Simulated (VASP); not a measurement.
# MgB2 (P6/mmm) in VASP: further runs, part 2 of 2

VASP 6.6.1. Earlier steps stand in the parts before.

### 3 Single point, PBE (equal xx and yy strain of +2 %)

Input file INCAR:

```
SYSTEM = MgB2
PREC = Accurate ; ENCUT = 520
EDIFF = 1E-6 ; ISMEAR = -1
SIGMA = 0.05 ; LREAL = .FALSE.
LASPH = .TRUE. ; NELM = 60
ALGO = Normal ; ISIF = 2
LWAVE = .FALSE. ; LCHARG = .FALSE.
GGA = PE ; NBANDS = 11
```

Input file KPOINTS:

```
Automatic mesh
0
G
  12 12 9
  0 0 0
```

Input file POSCAR:

```
MgB2
1.0
    3.1467007196      0.0000000000      0.0000000000
   -1.5733503599      2.7251227613      0.0000000000
    0.0000000000      0.0000000000      3.5230000000
Mg B
1 2
Direct
    0.0000000000      0.0000000000      0.0000000000
    0.3333333333      0.6666666667      0.5000000000
    0.6666666667      0.3333333333      0.5000000000
```

Potentials or basis: VASP PAW PBE potentials, release 64 (Mg, B).

Command:

```console
> cat potpaw_PBE.64/Mg/POTCAR potpaw_PBE.64/B/POTCAR > POTCAR
> mpirun -np 1 vasp_std > vasp.out
```

OUTCAR:

```text
SYSTEM = MgB2
   PREC = Accurate
   ENCUT = 520
   EDIFF = 1E-6
   ISMEAR = -1
   LREAL = .FALSE.
   LASPH = .TRUE.
   NELM = 60
   ISIF = 2
   GGA = PE

 ion  position               nearest neighbor table
   1  0.000  0.000  0.000-   2 2.53   3 2.53   2 2.53   3 2.53   3 2.53   3 2.53   2 2.53   2 2.53
                             3 2.53   3 2.53   2 2.53   2 2.53
   2  0.333  0.667  0.500-   3 1.82   3 1.82   3 1.82   1 2.53   1 2.53   1 2.53   1 2.53   1 2.53
                             1 2.53
   3  0.667  0.333  0.500-   2 1.82   2 1.82   2 1.82   1 2.53   1 2.53   1 2.53   1 2.53   1 2.53
                             1 2.53

  LATTYP: Found a hexagonal cell.
 ALAT       =     3.1467007196
 C/A-ratio  =     1.1195853416

  Lattice vectors:

 A1 = (   3.1467007196,   0.0000000000,   0.0000000000)
 A2 = (  -1.5733503599,   2.7251227613,   0.0000000000)
 A3 = (   0.0000000000,   0.0000000000,   3.5230000000)

Analysis of symmetry for initial positions (statically):
=====================================================================
 Subroutine PRICEL returns:
 Original cell was already a primitive cell.

 Routine SETGRP: Setting up the symmetry group for a
 hexagonal supercell.

 Subroutine GETGRP returns: Found 24 space group operations
 (whereof 24 operations were pure point group operations)
 out of a pool of 24 trial point group operations.

The static configuration has the point symmetry D_6h.

Analysis of symmetry for dynamics (positions and initial velocities):
=====================================================================
 Subroutine PRICEL returns:
 Original cell was already a primitive cell.

 Routine SETGRP: Setting up the symmetry group for a
 hexagonal supercell.

 Subroutine GETGRP returns: Found 24 space group operations
 (whereof 24 operations were pure point group operations)
 out of a pool of 24 trial point group operations.

The dynamic configuration has the point symmetry D_6h.

 Subroutine INISYM returns: Found 24 space group operations
 (whereof 24 operations are pure point group operations),
 and found     1 'primitive' translations

----------------------------------------------------------------------------------------

                                     Primitive cell

  volume of cell :      30.2102

  direct lattice vectors                    reciprocal lattice vectors
     3.146700720  0.000000000  0.000000000     0.317793171  0.183477973  0.000000000
    -1.573350360  2.725122761  0.000000000     0.000000000  0.366955946  0.000000000
     0.000000000  0.000000000  3.523000000     0.000000000  0.000000000  0.283848992

  length of vectors
     3.146700720  3.146700720  3.523000000     0.366955946  0.366955946  0.283848992

  position of ions in fractional coordinates (direct lattice)
     0.000000000  0.000000000  0.000000000
     0.333333333  0.666666667  0.500000000
     0.666666667  0.333333333  0.500000000

  ion indices of the primitive-cell ions
   primitive index   ion index
                 1           1
                 2           2
                 3           3

----------------------------------------------------------------------------------------

 KPOINTS: Automatic mesh

Automatic generation of k-mesh.
 Grid dimensions read from file:
 generate k-points for:   12   12    9

 Generating k-lattice:

[... 22 lines left out ...]
  0.333333  0.000000  0.000000      6.000000
  0.416667  0.000000  0.000000      6.000000
[... 16 lines left out ...]
  0.250000  0.000000  0.111111     12.000000
  0.333333  0.000000  0.111111     12.000000
 [... further k-points ...]
   k-points           NKPTS =     95   k-points in BZ     NKDIM =     95   number of bands    NBANDS=     11
   number of dos      NEDOS =    301   number of ions     NIONS =      3
   total plane-waves  NPLWV =  16128
   dimension x,y,z NGX =    24 NGY =   24 NGZ =   28
   dimension x,y,z NGXF=    48 NGYF=   48 NGZF=   56
   ions per type =               1   2
   NGX,Y,Z   is equivalent  to a cutoff of  12.68, 12.68, 13.21 a.u.
   NGXF,Y,Z  is equivalent  to a cutoff of  25.36, 25.36, 26.43 a.u.
 SYSTEM =  MgB2
   PREC   = accura    normal or accurate (medium, high low for compatibility)
   ISTART =      0    job   : 0-new  1-cont  2-samecut
   ICHARG =      2    charge: 1-file 2-atom 10-const
   ISPIN  =      1    spin polarized calculation?
   LNONCOLLINEAR =      F non collinear calculations
   LSORBIT =      F    spin-orbit coupling
   LASPH  =      T    aspherical Exc in radial PAW
   ENCUT  =  520.0 eV  38.22 Ry    6.18 a.u.   5.85  5.85  6.55*2*pi/ulx,y,z
   NELM   =     60;   NELMIN=  2; NELMDL= -5     # of ELM steps
   EDIFF  = 0.1E-05   stopping-criterion for ELM
   LREAL  =      F    real-space projection
   EDIFFG = 0.1E-04   stopping-criterion for IOM
   NSW    =      0    number of steps for IOM
   IBRION =     -1    ionic relax: 0-MD 1-quasi-New 2-CG
   NFREE  =      0    steps in history (QN), initial steepest desc. (CG)
   ISIF   =      2    stress and relaxation
   ISYM   =      2    0-nonsym 1-usesym 2-fastsym
   POTIM  = 0.5000    time-step for ionic-motion
   TEBEG  =    0.0;   TEEND  =   0.0 temperature during run
   PSTRESS=    0.0 pullay stress
   NELECT =       8.0000    total number of electrons
   NUPDOWN=      -1.0000    fix difference up-down
   EMIN   =  10.00;   EMAX   =-10.00  energy-range for DOS
   EFERMI =   0.00;   METHOD = LEGACY
   ISMEAR =    -1;   SIGMA  =   0.05  broadening in eV -4-tet -1-fermi 0-gaus
   EFERMI_NEDOS =   21; number of points for ismear=-14 and -15
   IALGO  =     38    algorithm
   IMIX   =      4    mixing-type and parameters
     AMIX     =   0.40;   BMIX     =  1.00
     AMIX_MAG =   1.60;   BMIX_MAG =  1.00
  volume/ion in A,a.u.               =      10.07        67.96
  Fermi-wavevector in a.u.,A,eV,Ry     =   1.051284  1.986639 15.037136  1.105198
  Thomas-Fermi vector in A             =   2.186321
   LORBIT       =      0    0 simple, 1 ext, 2 COOP (PROOUT), +10 PAW based schemes
   GGA     = PE    functional components
   LHFCALC =     F    Hartree Fock is set to
   AEXX    =    0.0000 exact exchange contribution
   IVDW    =     0    specifies the selected vdW correction
   LEPSILON=     F    determine dielectric tensor
   LRPA    =     F    only Hartree local field effects (RPA)
 non-spin polarized calculation
  energy-cutoff  :      520.00
  volume of cell :       30.21
 maximum number of plane-waves:       831
 NGX is ok and might be reduce to    24
   NGX = 11   NGY = 11   NGZ = 13

 number of electron       8.0000000 magnetization

 Free energy of the ion-electron system (eV)
  ---------------------------------------------------
  ext. energy  EPLUGINS =         0.00000000
  ---------------------------------------------------
  free energy    TOTEN  =       -15.28405187 eV

  energy without entropy =      -15.27973728  energy(sigma->0) =      -15.28189457

 E-fermi :   4.9141     XC(G=0): -10.7656

 val. band max:        4.8935062699   @ k =   0.3333   0.3333   0.2222
 cond. band min:       4.9298367101   @ k =   0.0833  -0.0000   0.3333
 fundamental gap:      0.0363304403
 Fermi energy:         4.9141287405

 k-point     1 :       0.0000    0.0000    0.0000
  band No.  band energies     occupation
      1      -7.1919      2.00000
      2       2.3224      2.00000
      3       5.2061      0.00580
      4       5.2061      0.00580
      5       6.8620      0.00000
      6      10.9007      0.00000
      7      10.9007      0.00000
      8      12.3065      0.00000
      9      14.4438      0.00000
     10      16.9555      0.00000
     11      20.8464      0.00000
[... 309 lines left out ...]
 k-point    24 :       0.3333    0.0000    0.1111
  band No.  band energies     occupation
      1      -5.2654      2.00000
      2      -0.0322      2.00000
      3       3.2441      2.00000
      4       3.3012      2.00000
      5       8.6935      0.00000
      6       9.5599      0.00000
      7      10.1494      0.00000
      8      14.1972      0.00000
      9      16.2792      0.00000
     10      17.2888      0.00000
     11      17.4073      0.00000

 [... further k-points ...]
[... 5 lines left out ...]
  --------------------------------------------------------------------------------------
  -------------------------------------------------------------------------------------
  Total       -1.9523746     -1.9523746     -0.3516375      0.0000000      0.0000000      0.0000000
  in kB     -103.5427234   -103.5427234    -18.6488296      0.0000000      0.0000000      0.0000000
  external PRESSURE =     -75.2447588 kB  Pullay stress =       0.0000000 kB

 VOLUME and BASIS-vectors are now :
 -----------------------------------------------------------------------------
  energy-cutoff  :      520.00
  volume of cell :       30.21
      direct lattice vectors                 reciprocal lattice vectors
     3.146700720  0.000000000  0.000000000     0.317793171  0.183477973  0.000000000
    -1.573350360  2.725122761  0.000000000     0.000000000  0.366955946  0.000000000
     0.000000000  0.000000000  3.523000000     0.000000000  0.000000000  0.283848992

 POSITION                                       TOTAL-FORCE (eV/Angst)
 -----------------------------------------------------------------------------------
      0.00000      0.00000      0.00000         0.000000      0.000000      0.000000
     -0.00000      1.81675      1.76150         0.000000     -0.000000     -0.000000
      1.57335      0.90837      1.76150        -0.000000      0.000000      0.000000
 -----------------------------------------------------------------------------------
    total drift:                                0.000000     -0.000000      0.000000

  FREE ENERGIE OF THE ION-ELECTRON SYSTEM (eV)
  ---------------------------------------------------
  free  energy   TOTEN  =       -15.2840518665 eV

  energy  without entropy=      -15.2797372816  energy(sigma->0) =      -15.28189457
```

OSZICAR:

```text
N       E                     dE             d eps       ncg     rms          rms(c)
DAV:   1     0.353815036776E+01    0.35382E+01   -0.37520E+03  2258   0.610E+02
DAV:   2    -0.162406171945E+02   -0.19779E+02   -0.18792E+02  2660   0.104E+02
DAV:   3    -0.167713850791E+02   -0.53077E+00   -0.52932E+00  2705   0.140E+01
DAV:   4    -0.167727051942E+02   -0.13201E-02   -0.13200E-02  2441   0.774E-01
DAV:   5    -0.167727108190E+02   -0.56248E-05   -0.56248E-05  2537   0.507E-02    0.490E+00
DAV:   6    -0.155143149425E+02    0.12584E+01   -0.15146E+00  2368   0.568E+00    0.240E+00
DAV:   7    -0.152905071739E+02    0.22381E+00   -0.90413E-01  2446   0.437E+00    0.722E-01
DAV:   8    -0.152938945759E+02   -0.33874E-02   -0.11363E-01  2337   0.177E+00    0.410E-01
DAV:   9    -0.152841848051E+02    0.97098E-02   -0.21907E-02  2320   0.683E-01    0.713E-02
DAV:  10    -0.152840621747E+02    0.12263E-03   -0.15848E-03  2585   0.219E-01    0.268E-02
DAV:  11    -0.152840520688E+02    0.10106E-04   -0.78255E-05  2334   0.522E-02    0.366E-03
DAV:  12    -0.152840518665E+02    0.20233E-06   -0.24524E-06  2371   0.849E-03
   1 F= -.15284052E+02 E0= -.15281895E+02  d E =-.431458E-02
```

It took 41 s on 1 thread of Intel Xeon 8259CL, shared host; peak memory 0.17 GiB.

What came out:

* Free energy: -15.2841 eV
* Pressure: -7.5 GPa
* Band gap on the k mesh: zero (band 4 reaches 6.83 eV, above the bottom of band 5 at 3.10 eV)

Caveat: the cell differs from its parent crystal (equal xx and yy strain of +2 %).

### 4 Single point, PBE (zz strain of -3 %)

Input file INCAR:

```
PREC = Accurate
ENCUT = 520
EDIFF = 1E-6
ISMEAR = -1
SIGMA = 0.05
LREAL = False
LASPH = True
NELM = 60
ALGO = Normal
ISIF = 2
LWAVE = False
LCHARG = False
GGA = PE
NBANDS = 11
```

Input file KPOINTS:

```
regular mesh
0
Gamma
  12 12 9
```

Input file POSCAR:

```
MgB2
1.0
    3.0850007055      0.0000000000      0.0000000000
   -1.5425003528      2.6716889817      0.0000000000
    0.0000000000      0.0000000000      3.4173100000
Mg B
1 2
Direct
    0.0000000000      0.0000000000      0.0000000000
    0.3333333333      0.6666666667      0.5000000000
    0.6666666667      0.3333333333      0.5000000000
```

Command:

```console
> cat potpaw_PBE.64/Mg/POTCAR potpaw_PBE.64/B/POTCAR > POTCAR
> mpirun -np 1 vasp_std > vasp.out
```

Wall time 30 s (1 thread of Intel Xeon 8259CL, shared host); peak memory 0.16 GiB.

The run converged. Its results:

- Free energy: -15.3098 eV
- Pressure: 2.2 GPa
- Band gap on the k mesh: zero (band 4 reaches 7.45 eV, above the bottom of band 5 at 3.46 eV)

Stress tensor (GPa, compression positive):
```
-0.57  0.00  0.00
 0.00 -0.57  0.00
 0.00  0.00  7.71
```

Levels at points of the mesh, in eV from the Fermi level:
```
           k point  band 2  band 3  band 4  band 5  band 6  band 7
(0.00, 0.00, 0.00)   -2.59    0.29    0.29    2.32    6.18    6.18
(0.50, 0.00, 0.00)   -7.92   -2.25    0.48    3.40    3.78    5.97
```

Caveat: the cell differs from its parent crystal (zz strain of -3 %).

### 5 The runs side by side

| cell | gap on the mesh (eV) | pressure (GPa) |
| --- | --- | --- |
| a = 3.054, b = 3.054, c = 3.523 Å, angles 90.0, 90.0, 120.0°, 3 atoms | none | 2.2 |
| a = 3.147, b = 3.147, c = 3.523 Å, angles 90.0, 90.0, 120.0°, 3 atoms | none | -7.5 |
| a = 3.085, b = 3.085, c = 3.417 Å, angles 90.0, 90.0, 120.0°, 3 atoms | none | 2.2 |

Alike in all rows: task single point; level PBE; potentials or basis VASP PAW PBE potentials, release 64 (Mg, B); no spin polarisation; k mesh 12 × 12 × 9; cutoff (eV) 520; smearing fermi-dirac 0.05 eV.

Total energies depend on the potentials used, so only differences within one code and one set of settings carry meaning.
